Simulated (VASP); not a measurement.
Write the native input for VASP 6.6.1 that does the following.

```
Task                   : single point
Functional             : PBE
Potentials or basis    : VASP PAW PBE potentials, release 64 (Na_pv, Hg, H)
Cutoff                 : 520 eV
k mesh                 : 6 × 6 × 6
Occupations            : gaussian, width 0.1 eV
Spin                   : no spin polarisation
Dipole correction      : no
Further INCAR settings : ALGO = Normal; EDIFF = 1e-06; NBANDS = 24
```

The structure of Na2HgH4 lies in POSCAR:

```
Na2HgH4
1.0
   -2.3265000000      2.3265000000      5.0752698500
    2.3265000000     -2.3265000000      5.0752698500
    2.3265000000      2.3265000000     -5.0752698500
Na Hg H
2 1 4
Direct
    0.6437500000      0.6437500000      0.0000000000
    0.3562500000      0.3562500000      0.0000000000
    0.0000000000      0.0000000000      0.0000000000
    0.0000000000      0.5000000000      0.5000000000
    0.5000000000      0.0000000000      0.5000000000
    0.2500000000      0.7500000000      0.5000000000
    0.7500000000      0.2500000000      0.5000000000
```

These files were run (other wordings do the same):

INCAR

```
SYSTEM = Na2HgH4
ALGO     = Normal         ! electronic algorithm
EDIFF    = 1E-6           ! SCF threshold, eV
ENCUT    = 520            ! plane-wave cutoff, eV
GGA      = PE             ! functional
ISIF     = 2              ! what is computed and relaxed
ISMEAR   = 0              ! smearing method
LASPH    = .TRUE.         ! aspherical terms in the spheres
LCHARG   = .TRUE.         ! write CHGCAR
LELF     = .TRUE.         ! ELF
LREAL    = .FALSE.        ! projectors in reciprocal space
LVHAR    = .TRUE.       
LWAVE    = .FALSE.        ! write WAVECAR
NBANDS   = 24             ! bands
NELM     = 80             ! most SCF steps
PREC     = Accurate       ! precision mode
SIGMA    = 0.1            ! smearing width, eV
```

KPOINTS

```
k-points
0
G
  6 6 6
  0 0 0
```

Potentials or basis: VASP PAW PBE potentials, release 64 (Na_pv, Hg, H).

The run is started by

```bash
$ cat potpaw_PBE.64/Na_pv/POTCAR potpaw_PBE.64/Hg/POTCAR potpaw_PBE.64/H/POTCAR > POTCAR
$ mpirun -np 1 vasp_std > vasp.out
```

It gave:

The pressure is -5.2 GPa, the largest force is 0.784 eV/Å and the band gap on the k mesh is zero (band 15 reaches 0.86 eV, above the bottom of band 16 at -0.97 eV).

Caveat: spin-orbit coupling is left out, which moves the levels of the heavy elements.

Run time: 2.3 min on 1 thread of Intel Xeon 6975P-C, on a shared host, peak memory 0.37 GiB.
